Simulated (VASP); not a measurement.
# Hg: single point with PBEsol

The system is Hg.

```
CELL_PARAMETERS angstrom
-1.62036 1.62036 1.62036
1.62036 -1.62036 1.62036
1.62036 1.62036 -1.62036
ATOMIC_POSITIONS crystal
Hg 0.00000 0.00000 0.00000
```

```json
{"Program": "VASP 6.6.1", "Task": "single point", "Functional": "PBEsol", "Potentials or basis": "VASP PAW PBE potentials, release 64 (Hg)", "Cutoff": "500 eV", "k mesh": "10 × 10 × 10", "Occupations": "fermi-dirac, width 0.1 eV", "Spin": "no spin polarisation"}
```

| Item | Value |
| --- | --- |
| Pressure | 42.2 GPa |
| Band gap on the k mesh | zero (bands 6 and 7 overlap by 4.11 eV) |

Levels at points of the mesh, in eV from the Fermi level:
```tsv
k point	band 2	band 3	band 4	band 5	band 6	band 7	band 8	band 9	band 10	band 11
(0.00, 0.00, 0.00)	-8.94	-8.94	-8.94	-7.28	-7.28	15.62	15.62	15.62	21.17	21.17
(0.50, 0.00, 0.00)	-9.84	-7.40	-7.14	-6.00	-3.40	-0.48	10.56	11.26	18.37	18.75
(0.50, 0.50, 0.50)	-10.47	-6.32	-6.32	-6.32	3.57	3.57	3.57	5.96	12.27	12.27
```

It took 7.8 s on 1 thread of Intel(R) Xeon(R) Platinum 8259CL CPU @ 2.50GHz (Skylake/Cascade Lake) (shared host), peak memory 0.12 GiB.

Caveat: the cell stands under pressure; the PAW data sets were made with another functional, which shifts forces and pressure a little; spin-orbit coupling is left out, which moves the levels of the heavy elements.
